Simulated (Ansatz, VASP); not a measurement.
One calculation of AlN, two programs

File INCAR:

```
ALGO     = Normal         # electronic algorithm
EDIFF    = 1E-6           # SCF threshold, eV
ENCUT    = 520            # plane-wave cutoff, eV
GGA      = PS             # functional
ISIF     = 2              # what is computed and relaxed
ISMEAR   = 0              # smearing method
LASPH    = T              # aspherical terms in the spheres
LCHARG   = F              # write CHGCAR
LREAL    = F              # projectors in reciprocal space
LWAVE    = F              # write WAVECAR
NBANDS   = 16             # bands
NELM     = 100            # most SCF steps
PREC     = Accurate       # precision mode
SIGMA    = 0.05           # smearing width, eV
```

Contents of KPOINTS:

```
k-points
0
Gamma
  9 9 6
```

Contents of POSCAR:

```
AlN
1.0
    3.3610000000      0.0000000000      0.0000000000
   -1.6805000000      2.9107113821      0.0000000000
    0.0000000000      0.0000000000      4.3069000000
Al N
2 2
Direct
    0.3333333333      0.6666666667      0.7500000000
    0.6666666667      0.3333333333      0.2500000000
    0.3333333333      0.6666666667      0.2500000000
    0.6666666667      0.3333333333      0.7500000000
```

Input for Ansatz:

```yaml
crystal:
  lattice:
    - [3.361, 0.0, 0.0]
    - [-1.6805, 2.9107113821, 0.0]
    - [0.0, 0.0, 4.3069]
  atoms:
    - { symbol: Al, position: [0.3333333333, 0.6666666667, 0.75] }
    - { symbol: Al, position: [0.6666666667, 0.3333333333, 0.25] }
    - { symbol: "N", position: [0.3333333333, 0.6666666667, 0.25] }
    - { symbol: "N", position: [0.6666666667, 0.3333333333, 0.75] }
basis:
  ecutwfc: 520.0
kpoints:
  mp_grid: { grid: [9, 9, 6] }
hamiltonian:
  xc: pbesol
scf:
  occupations: { method: gaussian, width: 0.05 }
output:
  forces: true
  stress: true
  eigenvalues: true
```

Alike in both runs: task single point; functional PBEsol; k mesh 9 × 9 × 6; occupations gaussian, width 0.05 eV; no spin polarisation.

```csv
,VASP,Ansatz
version,VASP 6.6.1,Ansatz 0.2.0
potentials or method,"VASP PAW PBE potentials, release 64 (Al, N), cutoff 520 eV","scalar-relativistic, plane waves, PAW"
valence electrons in the cell,16,16
```

|  | VASP | Ansatz | Ansatz less VASP |
| --- | --- | --- | --- |
| gap on the k mesh at the Fermi level (eV) | 2.72 | 2.71 | -0.011 |
| least direct gap on the mesh (eV) | 2.72 | 2.71 | -0.011 |
| pressure (GPa) | -13.5 | -13.4 | +0.09 |
| traceless stress, the component that is largest in VASP (GPa) | -0.13 | -0.12 | +0.014 |

VASP's potentials were made for PBE, not for PBEsol.
